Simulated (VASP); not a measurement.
A run of VASP 6.6.1 is set up as follows.

Contents of INCAR:

```
PREC     = Accurate       # precision mode
ENCUT    = 600            # plane-wave cutoff, eV
EDIFF    = 1E-7           # SCF threshold, eV
ISMEAR   = 0              # smearing method
SIGMA    = 0.02           # smearing width, eV
LREAL    = F              # projectors in reciprocal space
LASPH    = T              # aspherical terms in the spheres
NELM     = 120            # most SCF steps
ALGO     = Normal         # electronic algorithm
ISIF     = 3              # what is computed and relaxed
LWAVE    = F              # write WAVECAR
LCHARG   = F              # write CHGCAR
IBRION   = 2              # ionic algorithm
NSW      = 100            # ionic steps
EDIFFG   = -0.002         # ionic threshold
GGA_COMPAT= F            
NELMIN   = 4
```

Contents of KPOINTS:

```
regular mesh
0
Gamma
  12 12 12
```

Contents of POSCAR:

```
C
1.0
    0.0000000000      1.7660705302      1.7660705302
    1.7660705302      0.0000000000      1.7660705302
    1.7660705302      1.7660705302      0.0000000000
C
2
Direct
    0.0000000000      0.0000000000      0.0000000000
    0.2500000000      0.2500000000      0.2500000000
```

Potentials or basis: VASP PAW LDA potentials, release 64 (C).

Command:

```bash
$ cat potpaw_LDA.64/C/POTCAR > POTCAR
$ mpirun -np 1 vasp_std > vasp.out
```

Question: Estimate the relaxed cell.

Answer: a = 2.499 Å, b = 2.499 Å, c = 2.499 Å, α = 60.00°, β = 60.00°, γ = 60.00°.

Question: Predict the band gap on the k mesh.

Answer: 4.19 eV, indirect (least direct gap 5.62 eV).

Question: Estimate the space group after relaxing (to 0.05 Å).

Answer: Fd-3m (No. 227).

Final structure:
```
C
1.0
     0.00000    1.76692    1.76692
     1.76692    0.00000    1.76692
     1.76692    1.76692    0.00000
C
2
Direct
  0.00000 0.00000 0.00000
  0.25000 0.25000 0.25000
```

A k mesh can miss the band edges.
